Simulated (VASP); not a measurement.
A run of VASP 6.6.1 is set up as follows.

Contents of POSCAR:

```
GaGe3
1.0
    4.3238800000      0.0431400000      0.0142400000
    0.0431400000      4.3949400000     -0.0205800000
    0.0142400000     -0.0205800000      4.2327600000
Ga Ge
1 3
Direct
    0.9849200000      0.9874200000      0.9960800000
    0.0116000000      0.4858700000      0.4710300000
    0.5000700000      0.0476500000      0.5309000000
    0.4821800000      0.5059000000      0.9861200000
```

Contents of INCAR.step1:

```
SYSTEM = GaGe3
ALGO = Normal
EDIFF = 1E-4
ENCUT = 520
GGA = PE
ISMEAR = 1
LASPH = .True.
LCHARG = .False.
LREAL = .False.
LWAVE = .True.
NBANDS = 36
NELM = 60
PREC = Accurate
SIGMA = 0.1
```

INCAR.step2

```
SYSTEM = GaGe3
ALGO = Normal
EDIFF = 1E-7
ENCUT = 520
ISIF = 2
ISMEAR = 1
ISTART = 1
LASPH = .True.
LCHARG = .False.
LMIXTAU = .True.
LREAL = .False.
LWAVE = .False.
METAGGA = R2SCAN
NBANDS = 36
NELM = 60
PREC = Accurate
SIGMA = 0.1
```

Contents of KPOINTS:

```
k-points
0
Gamma
  4 3 4
  0 0 0
```

Potentials or basis: VASP PAW PBE potentials, release 64 (Ga_d, Ge_d).

The run is started by

```console
$ cat potpaw_PBE.64/Ga_d/POTCAR potpaw_PBE.64/Ge_d/POTCAR > POTCAR
$ cp INCAR.step1 INCAR
$ mpirun -np 1 vasp_std > vasp.out
$ cp INCAR.step2 INCAR
$ mpirun -np 1 vasp_std > vasp.out
```

(1) What does it give for the largest force?

(2) Predict the pressure.

Results:

(1) 0.301 eV/Å.

(2) -3.2 GPa.

Caveat: the k points lie up to 0.48 Å⁻¹ apart; the PAW data sets were made with another functional, which shifts forces and pressure a little.
